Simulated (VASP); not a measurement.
# Si2Sn (Fm-3m) in VASP: a series of runs

The runs below take Si2Sn through single point, relaxation of cell and atoms, with PBE.

All numbers are computed with VASP 6.6.1; they aren't measurements. Logs are shortened: lines on timing, memory, paths and dates and some standing lists are left out, and cuts for length are marked.

## 1. The cell of the first run

Symmetry: Fm-3m, No. 225, cubic system. The conventional cell has a = 6.012 Å, b = 6.012 Å, c = 6.012 Å, α = 90.00°, β = 90.00°, γ = 90.00°. Si (site symmetry -43m) has 4 Sn at 2.60 Å and 6 Si at 3.01 Å within 3.4 Å. Within 3.4 Å of Sn (site symmetry m-3m) lie 8 Si at 2.60 Å.

## 2. Single point, PBE

Input file INCAR:

```
SYSTEM = Si2Sn
PREC     = Accurate       ! precision mode
ENCUT    = 500            ! plane-wave cutoff, eV
EDIFF    = 1E-6           ! SCF threshold, eV
ISMEAR   = 0              ! smearing method
SIGMA    = 0.1            ! smearing width, eV
LREAL    = .False.        ! projectors in reciprocal space
LASPH    = .True.         ! aspherical terms in the spheres
NELM     = 120            ! most SCF steps
ALGO     = Normal         ! electronic algorithm
ISIF     = 2              ! what is computed and relaxed
LWAVE    = .False.        ! write WAVECAR
LCHARG   = .False.        ! write CHGCAR
GGA      = PE             ! functional
NBANDS   = 18             ! bands
GGA_COMPAT= .False.
```

Input file KPOINTS:

```
Automatic mesh
0
Gamma
  6 6 6
  0 0 0
```

Input file POSCAR:

```
Si2Sn
1.0
    0.0000000000      3.0061132044      3.0061132044
    3.0061132044      0.0000000000      3.0061132044
    3.0061132044      3.0061132044      0.0000000000
Si Sn
2 1
Direct
    0.2500000000      0.2500000000      0.2500000000
    0.7500000000      0.7500000000      0.7500000000
    0.0000000000      0.0000000000      0.0000000000
```

Potentials or basis: VASP PAW PBE potentials, release 64 (Si, Sn_d).

Started as:

```console
$ cat potpaw_PBE.64/Si/POTCAR potpaw_PBE.64/Sn_d/POTCAR > POTCAR
$ mpirun -np 1 vasp_std > vasp.out
```

OUTCAR:

```text
SYSTEM = Si2Sn
   PREC = Accurate
   ENCUT = 500
   EDIFF = 1E-6
   ISMEAR = 0
   LREAL = .False.
   LASPH = .True.
   NELM = 120
   ISIF = 2
   GGA = PE

 ion  position               nearest neighbor table
   1  0.250  0.250  0.250-   3 2.60   3 2.60   3 2.60   3 2.60   2 3.01   2 3.01   2 3.01   2 3.01
                             2 3.01   2 3.01
   2  0.750  0.750  0.750-   3 2.60   3 2.60   3 2.60   3 2.60   1 3.01   1 3.01   1 3.01   1 3.01
                             1 3.01   1 3.01
   3  0.000  0.000  0.000-   2 2.60   2 2.60   2 2.60   1 2.60   2 2.60   1 2.60   1 2.60   1 2.60

  LATTYP: Found a face centered cubic cell.
 ALAT       =     6.0122264088

  Lattice vectors:

 A1 = (   0.0000000000,   3.0061132044,   3.0061132044)
 A2 = (   3.0061132044,   0.0000000000,   3.0061132044)
 A3 = (   3.0061132044,   3.0061132044,   0.0000000000)

Analysis of symmetry for initial positions (statically):
=====================================================================
 Subroutine PRICEL returns:
 Original cell was already a primitive cell.

 Routine SETGRP: Setting up the symmetry group for a
 face centered cubic supercell.

 Subroutine GETGRP returns: Found 48 space group operations
 (whereof 48 operations were pure point group operations)
 out of a pool of 48 trial point group operations.

The static configuration has the point symmetry O_h .

Analysis of symmetry for dynamics (positions and initial velocities):
=====================================================================
 Subroutine PRICEL returns:
 Original cell was already a primitive cell.

 Routine SETGRP: Setting up the symmetry group for a
 face centered cubic supercell.

 Subroutine GETGRP returns: Found 48 space group operations
 (whereof 48 operations were pure point group operations)
 out of a pool of 48 trial point group operations.

The dynamic configuration has the point symmetry O_h .

 Subroutine INISYM returns: Found 48 space group operations
 (whereof 48 operations are pure point group operations),
 and found     1 'primitive' translations

----------------------------------------------------------------------------------------

                                     Primitive cell

  volume of cell :      54.3308

  direct lattice vectors                    reciprocal lattice vectors
     0.000000000  3.006113204  3.006113204    -0.166327735  0.166327735  0.166327735
     3.006113204  0.000000000  3.006113204     0.166327735 -0.166327735  0.166327735
     3.006113204  3.006113204  0.000000000     0.166327735  0.166327735 -0.166327735

  length of vectors
     4.251286064  4.251286064  4.251286064     0.288088087  0.288088087  0.288088087

  position of ions in fractional coordinates (direct lattice)
     0.250000000  0.250000000  0.250000000
     0.750000000  0.750000000  0.750000000
     0.000000000  0.000000000  0.000000000

  ion indices of the primitive-cell ions
   primitive index   ion index
                 1           1
                 2           2
                 3           3

----------------------------------------------------------------------------------------

 KPOINTS: Automatic mesh

Automatic generation of k-mesh.
 Grid dimensions read from file:
 generate k-points for:    6    6    6

 Generating k-lattice:

  Cartesian coordinates                     Fractional coordinates (reciprocal lattice)
    -0.027721289  0.027721289  0.027721289     0.166666667  0.000000000  0.000000000
     0.027721289 -0.027721289  0.027721289     0.000000000  0.166666667  0.000000000
     0.027721289  0.027721289 -0.027721289     0.000000000  0.000000000  0.166666667

  Length of vectors
     0.048014681  0.048014681  0.048014681

  Shift w.r.t. Gamma in fractional coordinates (k-lattice)
     0.000000000  0.000000000  0.000000000

 Subroutine IBZKPT returns following result:
 ===========================================

 Found     16 irreducible k-points:

 Following reciprocal coordinates:
            Coordinates               Weight
  0.000000  0.000000  0.000000      1.000000
  0.166667  0.000000  0.000000      8.000000
  0.333333  0.000000  0.000000      8.000000
  0.500000  0.000000  0.000000      4.000000
  0.166667  0.166667  0.000000      6.000000
  0.333333  0.166667  0.000000     24.000000
[... 8 lines left out ...]
 -0.333333  0.333333  0.166667     24.000000
 -0.333333  0.500000  0.166667     12.000000
   k-points           NKPTS =     16   k-points in BZ     NKDIM =     16   number of bands    NBANDS=     18
   number of dos      NEDOS =    301   number of ions     NIONS =      3
   total plane-waves  NPLWV =  32768
   dimension x,y,z NGX =    32 NGY =   32 NGZ =   32
   dimension x,y,z NGXF=    64 NGYF=   64 NGZF=   64
   ions per type =               2   1
   NGX,Y,Z   is equivalent  to a cutoff of  12.51, 12.51, 12.51 a.u.
   NGXF,Y,Z  is equivalent  to a cutoff of  25.03, 25.03, 25.03 a.u.
 SYSTEM =  Si2Sn
   PREC   = accura    normal or accurate (medium, high low for compatibility)
   ISTART =      0    job   : 0-new  1-cont  2-samecut
   ICHARG =      2    charge: 1-file 2-atom 10-const
   ISPIN  =      1    spin polarized calculation?
   LNONCOLLINEAR =      F non collinear calculations
   LSORBIT =      F    spin-orbit coupling
   LASPH  =      T    aspherical Exc in radial PAW
   ENCUT  =  500.0 eV  36.75 Ry    6.06 a.u.   7.75  7.75  7.75*2*pi/ulx,y,z
   NELM   =    120;   NELMIN=  2; NELMDL= -5     # of ELM steps
   EDIFF  = 0.1E-05   stopping-criterion for ELM
   LREAL  =      F    real-space projection
   EDIFFG = 0.1E-04   stopping-criterion for IOM
   NSW    =      0    number of steps for IOM
   IBRION =     -1    ionic relax: 0-MD 1-quasi-New 2-CG
   NFREE  =      0    steps in history (QN), initial steepest desc. (CG)
   ISIF   =      2    stress and relaxation
   ISYM   =      2    0-nonsym 1-usesym 2-fastsym
   POTIM  = 0.5000    time-step for ionic-motion
   TEBEG  =    0.0;   TEEND  =   0.0 temperature during run
   PSTRESS=    0.0 pullay stress
   NELECT =      22.0000    total number of electrons
   NUPDOWN=      -1.0000    fix difference up-down
   EMIN   =  10.00;   EMAX   =-10.00  energy-range for DOS
   EFERMI =   0.00;   METHOD = LEGACY
   ISMEAR =     0;   SIGMA  =   0.10  broadening in eV -4-tet -1-fermi 0-gaus
   EFERMI_NEDOS =   21; number of points for ismear=-14 and -15
   IALGO  =     38    algorithm
   IMIX   =      4    mixing-type and parameters
     AMIX     =   0.40;   BMIX     =  1.00
     AMIX_MAG =   1.60;   BMIX_MAG =  1.00
  volume/ion in A,a.u.               =      18.11       122.21
  Fermi-wavevector in a.u.,A,eV,Ry     =   1.211157  2.288755 19.958399  1.466901
  Thomas-Fermi vector in A             =   2.346681
   LORBIT       =      0    0 simple, 1 ext, 2 COOP (PROOUT), +10 PAW based schemes
   GGA     = PE    functional components
   LHFCALC =     F    Hartree Fock is set to
   AEXX    =    0.0000 exact exchange contribution
   IVDW    =     0    specifies the selected vdW correction
   LEPSILON=     F    determine dielectric tensor
   LRPA    =     F    only Hartree local field effects (RPA)
 non-spin polarized calculation
 Gauss-broadening in eV      SIGMA  =   0.10
  energy-cutoff  :      500.00
  volume of cell :       54.33
 maximum number of plane-waves:      1411
   NGX = 15   NGY = 15   NGZ = 15

 number of electron      22.0000005 magnetization

 Free energy of the ion-electron system (eV)
  ---------------------------------------------------
  ext. energy  EPLUGINS =         0.00000000
  ---------------------------------------------------
  free energy    TOTEN  =       -11.37113164 eV

  energy without entropy =      -11.36287112  energy(sigma->0) =      -11.36700138

 E-fermi :   9.5541     XC(G=0): -10.7922

 val. band max:        9.4931881681   @ k =   0.5000   0.1667   0.0000
 cond. band min:       9.6120466636   @ k =   0.1667   0.0000   0.0000
 fundamental gap:      0.1188584954
 Fermi energy:         9.5540637522

 k-point     1 :       0.0000    0.0000    0.0000
  band No.  band energies     occupation
      1     -12.2554      2.00000
      2     -12.2554      2.00000
      3     -12.2554      2.00000
      4     -12.1512      2.00000
      5     -12.1512      2.00000
      6      -4.1625      2.00000
[... 10 lines left out ...]
     17      12.6595      0.00000
     18      14.1853      0.00000

 k-point     2 :       0.1667    0.0000    0.0000
  band No.  band energies     occupation
      1     -12.2562      2.00000
      2     -12.2505      2.00000
      3     -12.2505      2.00000
      4     -12.1509      2.00000
      5     -12.1509      2.00000
      6      -3.8298      2.00000
[... 10 lines left out ...]
     17      13.4314      0.00000
     18      16.0067      0.00000

 k-point     3 :       0.3333    0.0000    0.0000
  band No.  band energies     occupation
      1     -12.2584      2.00000
      2     -12.2418      2.00000
      3     -12.2418      2.00000
      4     -12.1492      2.00000
      5     -12.1492      2.00000
      6      -2.8482      2.00000
[... 10 lines left out ...]
     17      17.7192      0.00000
     18      19.0123      0.00000

 k-point     4 :       0.5000    0.0000    0.0000
  band No.  band energies     occupation
      1     -12.2597      2.00000
      2     -12.2379      2.00000
      3     -12.2379      2.00000
      4     -12.1478      2.00000
      5     -12.1478      2.00000
      6      -1.7060      2.00000
[... 207 lines left out ...]
      4     -12.1565      2.00000
      5     -12.1438      2.00000
      6      -1.9810      2.00000
[... 10 lines left out ...]
     17      16.5761      0.00000
     18      17.6335      0.00000

 k-point    15 :      -0.3333    0.3333    0.1667
  band No.  band energies     occupation
      1     -12.2518      2.00000
      2     -12.2471      2.00000
      3     -12.2226      2.00000
      4     -12.1553      2.00000
      5     -12.1449      2.00000
      6      -0.8179      2.00000
[... 10 lines left out ...]
     17      17.1536      0.00000
     18      18.6147      0.00000

 k-point    16 :      -0.3333    0.5000    0.1667
  band No.  band energies     occupation
      1     -12.2663      2.00000
      2     -12.2337      2.00000
      3     -12.2169      2.00000
      4     -12.1599      2.00000
      5     -12.1414      2.00000
      6       0.0185      2.00000
[... 10 lines left out ...]
     17      16.8624      0.00000
     18      19.3934      0.00000

------------------------ aborting loop because EDIFF is reached ----------------------------------------

  FORCE on cell =-STRESS in cart. coord.  units (eV):
  Direction    XX          YY          ZZ          XY          YZ          ZX
  --------------------------------------------------------------------------------------
  -------------------------------------------------------------------------------------
  Total        8.5940227      8.5940227      8.5940227      0.0000000     -0.0000000     -0.0000000
  in kB      253.4317903    253.4317903    253.4317903      0.0000000     -0.0000000     -0.0000000
  external PRESSURE =     253.4317903 kB  Pullay stress =       0.0000000 kB

 VOLUME and BASIS-vectors are now :
 -----------------------------------------------------------------------------
  energy-cutoff  :      500.00
  volume of cell :       54.33
      direct lattice vectors                 reciprocal lattice vectors
     0.000000000  3.006113204  3.006113204    -0.166327735  0.166327735  0.166327735
     3.006113204  0.000000000  3.006113204     0.166327735 -0.166327735  0.166327735
     3.006113204  3.006113204  0.000000000     0.166327735  0.166327735 -0.166327735

 POSITION                                       TOTAL-FORCE (eV/Angst)
 -----------------------------------------------------------------------------------
      1.50306      1.50306      1.50306         0.000000      0.000000      0.000000
      4.50917      4.50917      4.50917        -0.000000     -0.000000     -0.000000
      0.00000      0.00000      0.00000        -0.000000     -0.000000     -0.000000
 -----------------------------------------------------------------------------------
    total drift:                                0.000000     -0.000000      0.000000

  FREE ENERGIE OF THE ION-ELECTRON SYSTEM (eV)
  ---------------------------------------------------
  free  energy   TOTEN  =       -11.3711316367 eV

  energy  without entropy=      -11.3628711191  energy(sigma->0) =      -11.36700138
```

Wall time 17 s (1 thread of AMD EPYC 7R43 (Zen 3), shared host); peak memory 0.14 GiB.

What came out:

| Property | Result |
| --- | --- |
| Free energy | -11.3711 eV |
| Pressure | 25.3 GPa |
| Band gap on the k mesh | zero (band 11 reaches 10.96 eV, above the bottom of band 12 at 8.39 eV) |

Levels at points of the mesh, in eV from the Fermi level:
| k point | band 9 | band 10 | band 11 | band 12 | band 13 | band 14 |
| --- | --- | --- | --- | --- | --- | --- |
| (0.00, 0.00, 0.00) | -1.63 | -1.63 | -1.17 | -1.17 | -1.17 | 1.36 |
| (0.50, 0.00, 0.00) | -3.33 | -3.09 | -0.94 | -0.94 | 0.08 | 5.67 |
| (0.50, 0.50, 0.00) | -5.38 | -5.38 | -1.45 | 4.55 | 4.55 | 5.82 |

Caveat: spin-orbit coupling is left out, which moves the levels of the heavy elements.

(Part 1 of 2 ends here.)
